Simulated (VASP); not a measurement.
# Hf2H (P-3m1) in VASP: further runs, part 2 of 3

VASP 6.6.1.

## 3. Single point, PBE

This run uses another cell than the first one, of 15.55 Å³/atom, 1.225 times its volume.

INCAR reads:

```
  PREC = Accurate
  ENCUT = 520
  EDIFF = 1E-7
  ISMEAR = 0
  SIGMA = 0.1
  LREAL = False
  LASPH = True
  NELM = 60
  ALGO = Normal
  ISIF = 2
  LWAVE = False
  LCHARG = True
  GGA = PE
  LELF = True
  LVHAR = True
  NBANDS = 18
```

KPOINTS reads:

```
Automatic mesh
0
Gamma
  6 6 4
```

POSCAR reads:

```
Hf2H
1.0
    3.2261461692      0.0000000031      0.0000000000
   -1.6130730873      2.7939245373      0.0000000000
    0.0000000000      0.0000000000      5.1739196945
Hf H
2 1
Direct
    0.3333333333      0.6666666667      0.2579424865
    0.6666666667      0.3333333333      0.7420575135
    0.0000000000      0.0000000000      0.0000000000
```

Potentials or basis: VASP PAW PBE potentials, release 64 (Hf_pv, H).

Started as:

```console
cat potpaw_PBE.64/Hf_pv/POTCAR potpaw_PBE.64/H/POTCAR > POTCAR
mpirun -np 1 vasp_std > vasp.out
```

OUTCAR:

```text
PREC = Accurate
   ENCUT = 520
   EDIFF = 1E-7
   ISMEAR = 0
   LREAL = False
   LASPH = True
   NELM = 60
   ISIF = 2
   GGA = PE

 ion  position               nearest neighbor table
   1  0.333  0.667  0.258-   3 2.29   3 2.29   3 2.29   2 3.12   2 3.12   2 3.12   2 3.25   2 3.25
                             2 3.25
   2  0.667  0.333  0.742-   3 2.29   3 2.29   3 2.29   1 3.12   1 3.12   1 3.12   1 3.25   1 3.25
                             1 3.25
   3  0.000  0.000  0.000-   1 2.29   2 2.29   2 2.29   1 2.29   2 2.29   1 2.29

  LATTYP: Found a hexagonal cell.
 ALAT       =     3.2261461692
 C/A-ratio  =     1.6037462108

  Lattice vectors:

 A1 = (   3.2261461692,   0.0000000031,   0.0000000000)
 A2 = (  -1.6130730873,   2.7939245373,   0.0000000000)
 A3 = (   0.0000000000,   0.0000000000,   5.1739196945)

Analysis of symmetry for initial positions (statically):
=====================================================================
 Subroutine PRICEL returns:
 Original cell was already a primitive cell.

 Routine SETGRP: Setting up the symmetry group for a
 hexagonal supercell.

 Subroutine GETGRP returns: Found 12 space group operations
 (whereof 12 operations were pure point group operations)
 out of a pool of 24 trial point group operations.

The static configuration has the point symmetry D_3d.

Analysis of symmetry for dynamics (positions and initial velocities):
=====================================================================
 Subroutine PRICEL returns:
 Original cell was already a primitive cell.

 Routine SETGRP: Setting up the symmetry group for a
 hexagonal supercell.

 Subroutine GETGRP returns: Found 12 space group operations
 (whereof 12 operations were pure point group operations)
 out of a pool of 24 trial point group operations.

The dynamic configuration has the point symmetry D_3d.

 Subroutine INISYM returns: Found 12 space group operations
 (whereof 12 operations are pure point group operations),
 and found     1 'primitive' translations

----------------------------------------------------------------------------------------

                                     Primitive cell

  volume of cell :      46.6357

  direct lattice vectors                    reciprocal lattice vectors
     3.226146169  0.000000003  0.000000000     0.309967356  0.178959737  0.000000000
    -1.613073087  2.793924537  0.000000000    -0.000000000  0.357919474  0.000000000
     0.000000000  0.000000000  5.173919695     0.000000000  0.000000000  0.193277062

  length of vectors
     3.226146169  3.226146169  5.173919695     0.357919474  0.357919474  0.193277062

  position of ions in fractional coordinates (direct lattice)
     0.333333333  0.666666667  0.257942486
     0.666666667  0.333333333  0.742057514
     0.000000000  0.000000000  0.000000000

  ion indices of the primitive-cell ions
   primitive index   ion index
                 1           1
                 2           2
                 3           3

----------------------------------------------------------------------------------------

 KPOINTS: Automatic mesh

Automatic generation of k-mesh.
 Grid dimensions read from file:
 generate k-points for:    6    6    4

 Generating k-lattice:

  Cartesian coordinates                     Fractional coordinates (reciprocal lattice)
     0.051661226  0.029826623  0.000000000     0.166666667  0.000000000  0.000000000
    -0.000000000  0.059653246  0.000000000    -0.000000000  0.166666667  0.000000000
     0.000000000  0.000000000  0.048319266     0.000000000  0.000000000  0.250000000

  Length of vectors
     0.059653246  0.059653246  0.048319266

  Shift w.r.t. Gamma in fractional coordinates (k-lattice)
     0.000000000  0.000000000  0.000000000

 Subroutine IBZKPT returns following result:
 ===========================================

 Found     24 irreducible k-points:

 Following reciprocal coordinates:
            Coordinates               Weight
  0.000000  0.000000  0.000000      1.000000
  0.166667 -0.000000  0.000000      6.000000
  0.333333  0.000000  0.000000      6.000000
  0.500000 -0.000000  0.000000      3.000000
  0.166667  0.166667  0.000000      6.000000
  0.333333  0.166667  0.000000     12.000000
[... 16 lines left out ...]
  0.333333  0.166667  0.500000     12.000000
  0.333333  0.333333  0.500000      2.000000
   k-points           NKPTS =     24   k-points in BZ     NKDIM =     24   number of bands    NBANDS=     18
   number of dos      NEDOS =    301   number of ions     NIONS =      3
   total plane-waves  NPLWV =  23040
   dimension x,y,z NGX =    24 NGY =   24 NGZ =   40
   dimension x,y,z NGXF=    48 NGYF=   48 NGZF=   80
   ions per type =               2   1
   NGX,Y,Z   is equivalent  to a cutoff of  12.37, 12.37, 12.85 a.u.
   NGXF,Y,Z  is equivalent  to a cutoff of  24.73, 24.73, 25.71 a.u.
 SYSTEM =  unknown system
   PREC   = accura    normal or accurate (medium, high low for compatibility)
   ISTART =      0    job   : 0-new  1-cont  2-samecut
   ICHARG =      2    charge: 1-file 2-atom 10-const
   ISPIN  =      1    spin polarized calculation?
   LNONCOLLINEAR =      F non collinear calculations
   LSORBIT =      F    spin-orbit coupling
   LASPH  =      T    aspherical Exc in radial PAW
   ENCUT  =  520.0 eV  38.22 Ry    6.18 a.u.   6.00  6.00  9.62*2*pi/ulx,y,z
   NELM   =     60;   NELMIN=  2; NELMDL= -5     # of ELM steps
   EDIFF  = 0.1E-06   stopping-criterion for ELM
   LREAL  =      F    real-space projection
   EDIFFG = 0.1E-05   stopping-criterion for IOM
   NSW    =      0    number of steps for IOM
   IBRION =     -1    ionic relax: 0-MD 1-quasi-New 2-CG
   NFREE  =      0    steps in history (QN), initial steepest desc. (CG)
   ISIF   =      2    stress and relaxation
   ISYM   =      2    0-nonsym 1-usesym 2-fastsym
   POTIM  = 0.5000    time-step for ionic-motion
   TEBEG  =    0.0;   TEEND  =   0.0 temperature during run
   PSTRESS=    0.0 pullay stress
   NELECT =      21.0000    total number of electrons
   NUPDOWN=      -1.0000    fix difference up-down
   EMIN   =  10.00;   EMAX   =-10.00  energy-range for DOS
   EFERMI =   0.00;   METHOD = LEGACY
   ISMEAR =     0;   SIGMA  =   0.10  broadening in eV -4-tet -1-fermi 0-gaus
   EFERMI_NEDOS =   21; number of points for ismear=-14 and -15
   IALGO  =     38    algorithm
   IMIX   =      4    mixing-type and parameters
     AMIX     =   0.40;   BMIX     =  1.00
     AMIX_MAG =   1.60;   BMIX_MAG =  1.00
  volume/ion in A,a.u.               =      15.55       104.90
  Fermi-wavevector in a.u.,A,eV,Ry     =   1.254802  2.371232 21.422748  1.574528
  Thomas-Fermi vector in A             =   2.388589
   LORBIT       =      0    0 simple, 1 ext, 2 COOP (PROOUT), +10 PAW based schemes
   GGA     = PE    functional components
   LHFCALC =     F    Hartree Fock is set to
   AEXX    =    0.0000 exact exchange contribution
   IVDW    =     0    specifies the selected vdW correction
   LEPSILON=     F    determine dielectric tensor
   LRPA    =     F    only Hartree local field effects (RPA)
 non-spin polarized calculation
 Gauss-broadening in eV      SIGMA  =   0.10
  energy-cutoff  :      520.00
  volume of cell :       46.64
 maximum number of plane-waves:      1278
   NGX = 11   NGY = 11   NGZ = 19

 number of electron      21.0000001 magnetization

 Free energy of the ion-electron system (eV)
  ---------------------------------------------------
  ext. energy  EPLUGINS =         0.00000000
  ---------------------------------------------------
  free energy    TOTEN  =       -23.52133456 eV

  energy without entropy =      -23.50589587  energy(sigma->0) =      -23.51361521

 E-fermi :   4.9946     XC(G=0): -11.3631

 val. band max:        4.8982449954   @ k =   0.3333   0.1667   0.2500
 cond. band min:       5.0155740668   @ k =   0.1667   0.1667   0.5000
 fundamental gap:      0.1173290714
 Fermi energy:         4.9946364238

 k-point     1 :       0.0000    0.0000    0.0000
  band No.  band energies     occupation
      1     -26.0776      2.00000
      2     -25.4218      2.00000
      3     -25.4218      2.00000
      4     -25.3143      2.00000
      5     -25.3143      2.00000
      6     -25.3143      2.00000
[... 10 lines left out ...]
     17       9.8879      0.00000
     18       9.8879      0.00000
[... 466 lines left out ...]
      2     -25.8969      2.00000
      3     -25.7551      2.00000
      4     -25.7185      2.00000
      5     -25.4377      2.00000
      6     -25.4377      2.00000
[... 10 lines left out ...]
     17      12.7387      0.00000
     18      12.7558      0.00000

------------------------ aborting loop because EDIFF is reached ----------------------------------------

  FORCE on cell =-STRESS in cart. coord.  units (eV):
  Direction    XX          YY          ZZ          XY          YZ          ZX
  --------------------------------------------------------------------------------------
  -------------------------------------------------------------------------------------
  Total       -0.1249019     -0.1249019     -0.1751571      0.0000000      0.0000000     -0.0000000
  in kB       -4.2910256     -4.2910256     -6.0175539      0.0000000      0.0000000     -0.0000000
  external PRESSURE =      -4.8665350 kB  Pullay stress =       0.0000000 kB

 VOLUME and BASIS-vectors are now :
 -----------------------------------------------------------------------------
  energy-cutoff  :      520.00
  volume of cell :       46.64
      direct lattice vectors                 reciprocal lattice vectors
     3.226146169  0.000000003  0.000000000     0.309967356  0.178959737  0.000000000
    -1.613073087  2.793924537  0.000000000    -0.000000000  0.357919474  0.000000000
     0.000000000  0.000000000  5.173919695     0.000000000  0.000000000  0.193277062

 POSITION                                       TOTAL-FORCE (eV/Angst)
 -----------------------------------------------------------------------------------
     -0.00000      1.86262      1.33457        -0.000000      0.000000     -0.017229
      1.61307      0.93131      3.83935         0.000000      0.000000      0.017229
      0.00000      0.00000      0.00000        -0.000000      0.000000      0.000000
 -----------------------------------------------------------------------------------
    total drift:                                0.000000     -0.000000     -0.000000

  FREE ENERGIE OF THE ION-ELECTRON SYSTEM (eV)
  ---------------------------------------------------
  free  energy   TOTEN  =       -23.5213345550 eV

  energy  without entropy=      -23.5058958691  energy(sigma->0) =      -23.51361521
```

OSZICAR:

```text
N       E                     dE             d eps       ncg     rms          rms(c)
DAV:   1     0.497985557539E+02    0.49799E+02   -0.11105E+04   864   0.106E+03
DAV:   2    -0.224379935082E+02   -0.72237E+02   -0.70691E+02  1062   0.247E+02
DAV:   3    -0.245728349466E+02   -0.21348E+01   -0.21125E+01  1134   0.278E+01
DAV:   4    -0.245873564471E+02   -0.14522E-01   -0.14513E-01  1102   0.283E+00
DAV:   5    -0.245874861802E+02   -0.12973E-03   -0.12971E-03  1128   0.236E-01    0.650E+01
DAV:   6    -0.237585574444E+02    0.82893E+00   -0.83695E-01  1062   0.550E+00    0.398E+01
DAV:   7    -0.235590758157E+02    0.19948E+00   -0.15248E+00  1074   0.695E+00    0.265E+00
DAV:   8    -0.235209285602E+02    0.38147E-01   -0.17088E-01   986   0.243E+00    0.343E-01
DAV:   9    -0.235213958165E+02   -0.46726E-03   -0.63159E-03  1098   0.495E-01    0.315E-01
DAV:  10    -0.235213489386E+02    0.46878E-04   -0.60206E-04  1018   0.141E-01    0.391E-01
DAV:  11    -0.235213350886E+02    0.13850E-04   -0.12641E-04  1038   0.615E-02    0.209E-02
DAV:  12    -0.235213342586E+02    0.82998E-06   -0.56575E-06  1070   0.141E-02    0.771E-03
DAV:  13    -0.235213344619E+02   -0.20331E-06   -0.27192E-07  1026   0.317E-03    0.315E-03
DAV:  14    -0.235213345665E+02   -0.10460E-06   -0.16255E-08   548   0.752E-04    0.141E-03
DAV:  15    -0.235213345550E+02    0.11489E-07   -0.34329E-09   508   0.396E-04
   1 F= -.23521335E+02 E0= -.23513615E+02  d E =-.154387E-01
```

stdout:

```text
POSCAR found type information on POSCAR HfH
 POSCAR found :  2 types and       3 ions
 scaLAPACK will be used
 LDA part: xc-table for (Slater+PW92), standard interpolation
 POSCAR, INCAR and KPOINTS ok, starting setup
 FFT: planning ... GRIDC
 FFT: planning ... GRID_SOFT
 FFT: planning ... GRID
 WAVECAR not read
 entering main loop
```

Run time: 22 s. Hardware: 1 thread of Intel Xeon Platinum 8488C (Sapphire Rapids), shared host; peak memory 0.16 GiB.

Results:

* Free energy: -23.5213 eV
* Pressure: -0.5 GPa
* Largest force: 0.017 eV/Å

Forces in eV/Å, atoms in the order of the input:
```
Hf   0.000  0.000 -0.017
Hf   0.000  0.000  0.017
H    0.000  0.000  0.000
```

Stress tensor (GPa, compression positive):
```
-0.43  0.00  0.00
 0.00 -0.43  0.00
 0.00  0.00 -0.60
```

Levels at points of the mesh, in eV from the Fermi level:
```csv
k point,band 7,band 8,band 9,band 10,band 11,band 12,band 13,band 14
"(0.00, 0.00, 0.00)",-9.04,-3.85,-2.06,0.97,0.97,1.22,1.82,1.82
"(0.50, 0.00, 0.00)",-6.38,-3.50,-2.52,-1.16,0.36,0.61,1.36,5.66
"(0.00, 0.00, 0.50)",-8.13,-5.52,-0.88,0.31,0.83,0.83,1.02,1.02
"(0.50, 0.00, 0.50)",-6.61,-3.51,-1.27,-1.14,-0.19,0.64,2.31,2.42
```

Caveat: the k points lie up to 0.37 Å⁻¹ apart; spin-orbit coupling is left out, which moves the levels of the heavy elements.

(Continued in part 3 of 3.)
